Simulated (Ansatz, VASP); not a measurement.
**Two plane-wave programs on LiEuH4**

Contents of INCAR:

```
SYSTEM = LiEuH4
PREC = Accurate
ENCUT = 520
EDIFF = 1E-6
ISMEAR = 0
SIGMA = 0.1
LREAL = .FALSE.
LASPH = .TRUE.
NELM = 150
ALGO = Normal
ISIF = 2
LWAVE = .FALSE.
LCHARG = .TRUE.
ISPIN = 2
MAGMOM = 0 7 0 0 0 0
LORBIT = 11
LMAXMIX = 6
GGA = PE
LELF = .TRUE.
LVHAR = .TRUE.
NBANDS = 25
```

Contents of KPOINTS:

```
regular mesh
0
G
  4 4 6
  0 0 0
```

POSCAR

```
LiEuH4
1.0
    5.0276227900      0.0000000000      0.0000000000
    0.0000000000      5.0276227900      0.0000000000
    0.0000000000      0.0000000000      3.1572146700
Li Eu H
1 1 4
Direct
    0.0000000000      0.0000000000      0.5000000000
    0.5000000000      0.5000000000      0.5000000000
    0.8560044200      0.0000000000      0.0000000000
    0.1439955800      0.0000000000      0.0000000000
    0.0000000000      0.8560044200      0.0000000000
    0.0000000000      0.1439955800      0.0000000000
```

Input for Ansatz:

```yaml
crystal:
  lattice:
    - [5.02762279, 0.0, 0.0]
    - [0.0, 5.02762279, 0.0]
    - [0.0, 0.0, 3.15721467]
  atoms:
    - { symbol: Li, position: [0.0, 0.0, 0.5] }
    - { symbol: Eu, position: [0.5, 0.5, 0.5], spin: 7.0 }
    - { symbol: H, position: [0.85600442, 0.0, 0.0] }
    - { symbol: H, position: [0.14399558, 0.0, 0.0] }
    - { symbol: H, position: [0.0, 0.85600442, 0.0] }
    - { symbol: H, position: [0.0, 0.14399558, 0.0] }
basis:
  ecutwfc: 420
kpoints:
  mp_grid: { grid: [4, 4, 6] }
hamiltonian:
  xc: pbe
scf:
  occupations: { method: gaussian, width: 0.1 }
  lower_state_search: "off"
output:
  forces: true
  stress: true
  eigenvalues: true
  populations: true
magnetization:
  spin_polarized: true
```

Alike in both runs: task single point; functional PBE; k mesh 4 × 4 × 6; occupations gaussian, width 0.1 eV; collinear spin.

|  | VASP | Ansatz |
| --- | --- | --- |
| version | VASP 6.6.1 | Ansatz 0.2.0 |
| potentials or method | VASP PAW PBE potentials, release 64 (Li_sv, Eu, H), cutoff 520 eV | scalar-relativistic, plane waves, PAW |
| valence electrons in the cell | 24 | 24 |

VASP gave:

```
gap on the k mesh at the Fermi level (eV)                     : none
rms of the force components (eV/Å)                            : 1.671
net moment per atom (μB)                                      : 1.28
size of the moment on the site where the two differ most (μB) : 6.88
```

Problem. Estimate Ansatz's values.

Solution. gap on the k mesh at the Fermi level (eV): none; rms of the force components (eV/Å): 1.675; net moment per atom (μB): 1.28; size of the moment on the site where the two differ most (μB): 7.14.

Site moments also hang on the region over which each program counts them. Atom by atom the forces differ by 0.005 eV/Å (rms over components). A gap of «none» marks a metal or a gap that the smearing closes.

Spin-orbit coupling is off throughout. Noted on VASP's run: the cutoff is under 1.25 times that of the potentials, so the pressure is a little rough.
